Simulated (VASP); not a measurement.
# Mn2Sn (F-43m) in VASP: a series of runs, part 2 of 2

VASP 6.6.1.

### 3 Single point, PBE, collinear spin, antiferromagnetic start

This run uses another cell than the first one, of 17.74 Å³/atom.

File INCAR:

```
SYSTEM = Mn2Sn
PREC = Accurate
ENCUT = 520
EDIFF = 1E-7
ISMEAR = 0
SIGMA = 0.1
LREAL = .FALSE.
LASPH = .TRUE.
NELM = 150
ALGO = Normal
ISIF = 2
LWAVE = .FALSE.
LCHARG = .FALSE.
ISPIN = 2
MAGMOM = 4 -4 0
LORBIT = 11
LMAXMIX = 4
GGA = PE
NBANDS = 31
```

File KPOINTS:

```
regular mesh
0
G
  6 6 6
  0 0 0
```

File POSCAR:

```
Mn2Sn
1.0
    0.0000000000      2.9854888100      2.9854888100
    2.9854888100      0.0000000000      2.9854888100
    2.9854888100      2.9854888100      0.0000000000
Mn Sn
2 1
Direct
    0.5000000000      0.5000000000      0.5000000000
    0.7500000000      0.7500000000      0.7500000000
    0.0000000000      0.0000000000      0.0000000000
```

Potentials or basis: VASP PAW PBE potentials, release 64 (Mn_pv, Sn_d).

Started as:

```sh
$ cat potpaw_PBE.64/Mn_pv/POTCAR potpaw_PBE.64/Sn_d/POTCAR > POTCAR
$ mpirun -np 1 vasp_std > vasp.out
```

OUTCAR:

```text
SYSTEM = Mn2Sn
   PREC = Accurate
   ENCUT = 520
   EDIFF = 1E-7
   ISMEAR = 0
   LREAL = .FALSE.
   LASPH = .TRUE.
   NELM = 150
   ISIF = 2
   ISPIN = 2
   LORBIT = 11
   GGA = PE

 ion  position               nearest neighbor table
   1  0.500  0.500  0.500-   2 2.59   2 2.59   2 2.59   2 2.59   3 2.99   3 2.99   3 2.99   3 2.99
                             3 2.99   3 2.99
   2  0.750  0.750  0.750-   1 2.59   3 2.59   1 2.59   1 2.59   1 2.59   3 2.59   3 2.59   3 2.59

   3  0.000  0.000  0.000-   2 2.59   2 2.59   2 2.59   2 2.59   1 2.99   1 2.99   1 2.99   1 2.99
                             1 2.99   1 2.99

[... 1304 lines left out ...]
  energy-cutoff  :      520.00
  volume of cell :       53.22
      direct lattice vectors                 reciprocal lattice vectors
     0.000000000  2.985488810  2.985488810    -0.167476762  0.167476762  0.167476762
     2.985488810  0.000000000  2.985488810     0.167476762 -0.167476762  0.167476762
     2.985488810  2.985488810  0.000000000     0.167476762  0.167476762 -0.167476762

 POSITION                                       TOTAL-FORCE (eV/Angst)
 -----------------------------------------------------------------------------------
      2.98549      2.98549      2.98549         0.000000      0.000000      0.000000
      4.47823      4.47823      4.47823        -0.000000     -0.000000     -0.000000
      0.00000      0.00000      0.00000        -0.000000     -0.000000     -0.000000
 -----------------------------------------------------------------------------------
    total drift:                               -0.000000     -0.000000     -0.000000

  FREE ENERGIE OF THE ION-ELECTRON SYSTEM (eV)
  ---------------------------------------------------
  free  energy   TOTEN  =       -21.1539405436 eV

  energy  without entropy=      -21.1444401352  energy(sigma->0) =      -21.14919034

 total charge

# of ion       s       p       d       tot
------------------------------------------
    1        0.327   6.213   5.000  11.540
    2        0.358   6.329   5.084  11.771
    3        1.133   1.348  10.027  12.508
--------------------------------------------------
tot          1.818  13.889  20.111  35.818

 magnetization (x)

# of ion       s       p       d       tot
------------------------------------------
    1        0.057   0.021   2.991   3.068
    2       -0.056  -0.088  -2.729  -2.873
    3        0.022  -0.058  -0.015  -0.051
--------------------------------------------------
tot          0.022  -0.125   0.247   0.144
```

OSZICAR:

```text
N       E                     dE             d eps       ncg     rms          rms(c)
DAV:   1     0.434826028416E+03    0.43483E+03   -0.21892E+04  2040   0.192E+03
DAV:   2     0.141329946258E+02   -0.42069E+03   -0.40572E+03  1998   0.517E+02
DAV:   3    -0.221533086633E+02   -0.36286E+02   -0.35886E+02  2152   0.149E+02
[... 10 lines left out ...]
DAV:  14    -0.211539315584E+02   -0.43962E-04   -0.17579E-04  2245   0.857E-02    0.390E-02
DAV:  15    -0.211539404794E+02   -0.89211E-05   -0.49733E-05  2379   0.346E-02    0.134E-02
DAV:  16    -0.211539412231E+02   -0.74364E-06   -0.51723E-06  2153   0.115E-02    0.787E-03
DAV:  17    -0.211539407673E+02    0.45582E-06   -0.57108E-07  1966   0.581E-03    0.312E-03
DAV:  18    -0.211539404905E+02    0.27672E-06   -0.25233E-07  1439   0.298E-03    0.885E-04
DAV:  19    -0.211539405436E+02   -0.53048E-07   -0.37521E-08  1167   0.132E-03
   1 F= -.21153941E+02 E0= -.21149190E+02  d E =-.950041E-02  mag=     0.0799
```

stdout:

```text
POSCAR found type information on POSCAR MnSn
 POSCAR found :  2 types and       3 ions
 scaLAPACK will be used
 LDA part: xc-table for (Slater+PW92), standard interpolation
 POSCAR, INCAR and KPOINTS ok, starting setup
 FFT: planning ... GRIDC
 FFT: planning ... GRID_SOFT
 FFT: planning ... GRID
 WAVECAR not read
 entering main loop
```

Wall time 85 s (1 thread of Intel Xeon 8259CL, shared host); peak memory 0.22 GiB.

What came out:

* Free energy: -21.1539 eV
* Pressure: 2.5 GPa
* Net moment: 0.08 μB per cell
* Site moments: Mn +3.07, -2.87; Sn -0.05 μB
* Valence electrons inside the program's atomic spheres: Mn 11.54, 11.77; Sn 12.51

Levels at points of the mesh, in eV from the Fermi level:
Spin up:
```
           k point  band 18  band 19  band 20  band 21  band 22  band 23
(0.00, 0.00, 0.00)    -1.26    -1.26    -1.26     1.24     1.24     4.43
(0.50, 0.00, 0.00)    -2.08    -0.06    -0.06     0.72     0.94     0.94
(0.50, 0.50, 0.00)    -1.97    -1.08    -1.08    -0.89     0.81     0.81
```
Spin down:
| k point | band 17 | band 18 | band 19 | band 20 | band 21 | band 22 | band 23 | band 24 |
| --- | --- | --- | --- | --- | --- | --- | --- | --- |
| (0.00, 0.00, 0.00) | -2.45 | 0.05 | 0.05 | 0.05 | 1.21 | 1.21 | 4.01 | 4.01 |
| (0.50, 0.00, 0.00) | -2.22 | -2.11 | -0.31 | -0.31 | 1.16 | 1.16 | 1.28 | 3.96 |
| (0.50, 0.50, 0.00) | -2.29 | -2.07 | -1.03 | -1.03 | 0.60 | 0.87 | 1.31 | 1.31 |

Caveat: spin-orbit coupling is left out, which moves the levels of the heavy elements.
